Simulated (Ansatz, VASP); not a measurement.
One calculation of Se, two programs

```xyz
1
Lattice="-1.7049 1.7049 1.7049 1.7049 -1.7049 1.7049 1.7049 1.7049 -1.7049" Properties=species:S:1:pos:R:3 pbc="T T T"
Se    0.0000    0.0000    0.0000
```

Alike in both runs: task single point; functional PBE; k mesh 18 × 18 × 18; occupations gaussian, width 0.1 eV; no spin polarisation.

```csv
,VASP,Ansatz
version,VASP 6.6.1,Ansatz 0.2.0
potentials or method,"VASP PAW PBE potentials, release 64 (Se), cutoff 520 eV","scalar-relativistic, plane waves, PAW"
valence electrons in the cell,6,16
```

|  | VASP | Ansatz | Ansatz less VASP |
| --- | --- | --- | --- |
| gap on the k mesh at the Fermi level (eV) | none | none | - |
| pressure (GPa) | 2.0 | 2.0 | -0.02 |

A gap of «none» marks a metal or a gap that the smearing closes. The functional is the same, so the differences come from potentials, cutoffs and numerics. VASP's potentials hold 6 valence electrons a cell and Ansatz's 16, so a difference there can come from the potentials and not from the codes.
